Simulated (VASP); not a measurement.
# Zr (Im-3m) in VASP: notebook, part 2 of 2

VASP 6.6.1. The steps go on from the part before.

### 4 Single point, r2SCAN (21.19 Å³/atom)

This run uses another cell than the first one, of 21.19 Å³/atom.

The input, POSCAR:

```
Zr
1.0
   -1.7431186532      1.7431186532      1.7431186532
    1.7431186532     -1.7431186532      1.7431186532
    1.7431186532      1.7431186532     -1.7431186532
Zr
1
Direct
    0.0000000000      0.0000000000      0.0000000000
```

The input, INCAR.step1:

```
PREC     = Accurate       # precision mode
ENCUT    = 520            # plane-wave cutoff, eV
ISMEAR   = -1             # smearing method
SIGMA    = 0.1            # smearing width, eV
LREAL    = F              # projectors in reciprocal space
LASPH    = T              # aspherical terms in the spheres
NELM     = 60             # most SCF steps
NBANDS   = 12             # bands
GGA      = PE             # functional
ALGO     = Normal         # electronic algorithm
EDIFF    = 1E-4           # SCF threshold, eV
LWAVE    = T              # write WAVECAR
LCHARG   = F              # write CHGCAR
```

The input, INCAR.step2:

```
PREC     = Accurate       # precision mode
ENCUT    = 520            # plane-wave cutoff, eV
EDIFF    = 1E-6           # SCF threshold, eV
ISMEAR   = -1             # smearing method
SIGMA    = 0.1            # smearing width, eV
LREAL    = F              # projectors in reciprocal space
LASPH    = T              # aspherical terms in the spheres
NELM     = 60             # most SCF steps
ALGO     = Normal         # electronic algorithm
ISIF     = 2              # what is computed and relaxed
LWAVE    = F              # write WAVECAR
LCHARG   = F              # write CHGCAR
METAGGA  = R2SCAN         # meta-GGA
LMIXTAU  = T            
NBANDS   = 12             # bands
ISTART   = 1
```

The input, KPOINTS:

```
Automatic mesh
0
Gamma
  14 14 14
```

Launch:

```bash
$ cat potpaw_PBE.64/Zr_sv/POTCAR > POTCAR
$ cp INCAR.step1 INCAR
$ mpirun -np 1 vasp_std > vasp.out
$ cp INCAR.step2 INCAR
$ mpirun -np 1 vasp_std > vasp.out
```

It took 1.9 min on 1 thread of Intel Xeon 8259CL, shared host; peak memory 0.16 GiB.

Results (log left out):

```
Free energy            : -22.6155 eV
Pressure               : 8.1 GPa
Band gap on the k mesh : zero (bands 6 and 7 overlap by 2.15 eV)
```

Levels at points of the mesh, in eV from the Fermi level:
```
           k point  band 2  band 3  band 4  band 5  band 6  band 7  band 8  band 9  band 10  band 11
(0.00, 0.00, 0.00)  -26.65  -26.65  -26.65   -5.83    1.36    1.36    1.36    4.15     4.15    13.24
(0.50, 0.00, 0.00)  -28.01  -27.07  -26.67   -3.20   -0.79    1.95    4.24    4.99     7.35    10.76
(0.50, 0.50, 0.50)  -27.56  -27.56  -27.56   -3.15   -3.15    6.55    6.55    6.55     8.59     8.59
```

Caveat: the cell stands under pressure; the PAW data sets were made with another functional, which shifts forces and pressure a little.

### 5 Single point, r2SCAN (22.11 Å³/atom)

This run uses another cell than the first one, of 22.11 Å³/atom.

The input, POSCAR:

```
Zr
1.0
   -1.7680237131      1.7680237131      1.7680237131
    1.7680237131     -1.7680237131      1.7680237131
    1.7680237131      1.7680237131     -1.7680237131
Zr
1
Direct
    0.0000000000      0.0000000000      0.0000000000
```

The input, INCAR.step1:

```
PREC = Accurate ; ENCUT = 520
ISMEAR = -1 ; SIGMA = 0.1
LREAL = F ; LASPH = T
NELM = 80 ; NBANDS = 12
GGA = PE ; ALGO = Normal
EDIFF = 1E-4 ; LWAVE = T
LCHARG = F
```

The input, INCAR.step2:

```
PREC = Accurate ; ENCUT = 520
EDIFF = 1E-6 ; ISMEAR = -1
SIGMA = 0.1 ; LREAL = F
LASPH = T ; NELM = 80
ALGO = Normal ; ISIF = 2
LWAVE = F ; LCHARG = F
METAGGA = R2SCAN ; LMIXTAU = T
NBANDS = 12 ; ISTART = 1
```

KPOINTS is that of step 4.

Potentials or basis: VASP PAW PBE potentials, release 64 (Zr_sv).

Launch:

```bash
$ cat potpaw_PBE.64/Zr_sv/POTCAR > POTCAR
$ cp INCAR.step1 INCAR
$ mpirun -np 1 vasp_std > vasp.out
$ cp INCAR.step2 INCAR
$ mpirun -np 1 vasp_std > vasp.out
```

OUTCAR:

```text
PREC = Accurate
   ENCUT = 520
   EDIFF = 1E-6
   ISMEAR = -1
   LREAL = F
   LASPH = T
   NELM = 80
   ISIF = 2
   METAGGA = R2SCAN
   ISTART = 1

 ion  position               nearest neighbor table
   1  0.000  0.000  0.000-

  LATTYP: Found a body centered cubic cell.
 ALAT       =     3.5360474262

  Lattice vectors:

 A1 = (  -1.7680237131,   1.7680237131,   1.7680237131)
 A2 = (   1.7680237131,  -1.7680237131,   1.7680237131)
 A3 = (   1.7680237131,   1.7680237131,  -1.7680237131)

Analysis of symmetry for initial positions (statically):
=====================================================================
 Subroutine PRICEL returns:
 Original cell was already a primitive cell.

 Routine SETGRP: Setting up the symmetry group for a
 body centered cubic supercell.

 Subroutine GETGRP returns: Found 48 space group operations
 (whereof 48 operations were pure point group operations)
 out of a pool of 48 trial point group operations.

The static configuration has the point symmetry O_h .

[... 165 lines left out ...]
  band No.  band energies     occupation
      1     -40.7722      2.00000
      2     -17.4901      2.00000
      3     -17.4901      2.00000
      4     -17.4901      2.00000
      5       3.5311      2.00000
      6      10.6598      0.00000
      7      10.6598      0.00000
      8      10.6598      0.00000
      9      13.3278      0.00000
     10      13.3278      0.00000
     11      22.4186      0.00000
     12      22.4186      0.00000
[... 331 lines left out ...]
 k-point    24 :       0.3571    0.2857   -0.0000
  band No.  band energies     occupation
      1     -40.5462      2.00000
      2     -18.4031      2.00000
      3     -18.2184      2.00000
      4     -17.6369      2.00000
      5       7.8195      2.00000
      6       8.6854      1.99638
      7       9.1134      1.76840
      8      13.5396      0.00000
      9      14.0005      0.00000
     10      19.0034      0.00000
     11      19.1744      0.00000
     12      20.7179      0.00000

 [... further k-points ...]

------------------------ aborting loop because EDIFF is reached ----------------------------------------

  FORCE on cell =-STRESS in cart. coord.  units (eV):
  Direction    XX          YY          ZZ          XY          YZ          ZX
  --------------------------------------------------------------------------------------
  -------------------------------------------------------------------------------------
  Total        0.5156337      0.5156337      0.5156337      0.0000000     -0.0000000      0.0000000
  in kB       37.3703883     37.3703883     37.3703883      0.0000000     -0.0000000      0.0000000
  external PRESSURE =      37.3703883 kB  Pullay stress =       0.0000000 kB

 VOLUME and BASIS-vectors are now :
 -----------------------------------------------------------------------------
  energy-cutoff  :      520.00
  volume of cell :       22.11
      direct lattice vectors                 reciprocal lattice vectors
    -1.768023713  1.768023713  1.768023713     0.000000000  0.282801637  0.282801637
     1.768023713 -1.768023713  1.768023713     0.282801637  0.000000000  0.282801637
     1.768023713  1.768023713 -1.768023713     0.282801637  0.282801637  0.000000000

 POSITION                                       TOTAL-FORCE (eV/Angst)
 -----------------------------------------------------------------------------------
      0.00000      0.00000      0.00000         0.000000      0.000000      0.000000
 -----------------------------------------------------------------------------------
    total drift:                                0.000000      0.000000     -0.000000

  FREE ENERGIE OF THE ION-ELECTRON SYSTEM (eV)
  ---------------------------------------------------
  free  energy   TOTEN  =       -22.6493659926 eV

  energy  without entropy=      -22.5936568305  energy(sigma->0) =      -22.62151141
```

Wall time 1.9 min (1 thread of Intel Xeon 8259CL, shared host); peak memory 0.16 GiB.

Results:

| Item | Value |
| --- | --- |
| Free energy | -22.6494 eV |
| Pressure | 3.7 GPa |
| Band gap on the k mesh | zero (bands 6 and 7 overlap by 2.11 eV) |

Caveat: the cell stands under pressure; the PAW data sets were made with another functional, which shifts forces and pressure a little.

### 6 Single point, r2SCAN (23.03 Å³/atom)

The input, POSCAR:

```
Zr
1.0
   -1.7922462260      1.7922462260      1.7922462260
    1.7922462260     -1.7922462260      1.7922462260
    1.7922462260      1.7922462260     -1.7922462260
Zr
1
Direct
    0.0000000000      0.0000000000      0.0000000000
```

The input, INCAR.step1:

```
PREC = Accurate
ENCUT = 520
ISMEAR = -1
SIGMA = 0.1
LREAL = F
LASPH = T
NELM = 100
NBANDS = 12
GGA = PE
ALGO = Normal
EDIFF = 1E-4
LWAVE = T
LCHARG = F
```

The input, INCAR.step2:

```
PREC = Accurate
ENCUT = 520
EDIFF = 1E-6
ISMEAR = -1
SIGMA = 0.1
LREAL = F
LASPH = T
NELM = 100
ALGO = Normal
ISIF = 2
LWAVE = F
LCHARG = F
METAGGA = R2SCAN
LMIXTAU = T
NBANDS = 12
ISTART = 1
```

The input, KPOINTS:

```
regular mesh
0
Gamma
  14 14 14
```

Potentials or basis: VASP PAW PBE potentials, release 64 (Zr_sv).

Launch:

```bash
$ cat potpaw_PBE.64/Zr_sv/POTCAR > POTCAR
$ cp INCAR.step1 INCAR
$ mpirun -np 1 vasp_std > vasp.out
$ cp INCAR.step2 INCAR
$ mpirun -np 1 vasp_std > vasp.out
```

Run time: 1.7 min. Hardware: 1 thread of Intel Xeon 8259CL, shared host; peak memory 0.16 GiB.

It converged, with:

```yaml
Free_energy: -22.6599 eV
Pressure: 0.0 GPa
Band_gap_on_the_k_mesh: zero (bands 6 and 7 overlap by 2.06 eV)
```

Levels at points of the mesh, in eV from the Fermi level:
```csv
k point,band 3,band 4,band 5,band 6,band 7,band 8,band 9,band 10
"(0.00, 0.00, 0.00)",-26.96,-26.96,-5.73,1.32,1.32,1.32,3.88,3.88
"(0.50, 0.00, 0.00)",-27.28,-26.97,-2.94,-0.62,1.53,3.91,4.60,6.69
"(0.50, 0.50, 0.50)",-27.67,-27.67,-2.76,-2.76,5.99,5.99,5.99,7.88
```

Caveat: the PAW data sets were made with another functional, which shifts forces and pressure a little.

### 7 Summary

```tsv
cell	k mesh	gap on the mesh (eV)	pressure (GPa)
a = 3.104 Å, angles 109.5°, 1 atom	12 × 12 × 12	none	0.0
a = 2.975 Å, angles 109.5°, 1 atom	14 × 14 × 14	none	13.3
a = 3.019 Å, angles 109.5°, 1 atom	14 × 14 × 14	none	8.1
a = 3.062 Å, angles 109.5°, 1 atom	14 × 14 × 14	none	3.7
a = 3.104 Å, angles 109.5°, 1 atom	14 × 14 × 14	none	0.0
```

Alike in all rows: task single point; level r2SCAN; potentials or basis VASP PAW PBE potentials, release 64 (Zr_sv); no spin polarisation; cutoff (eV) 520; smearing fermi-dirac 0.1 eV.

Caveats: the PAW data sets were made with another functional, which shifts forces and pressure a little; the cell stands under pressure (at least some runs).

Total energies depend on the potentials used, so only differences within one code and one set of settings carry meaning.
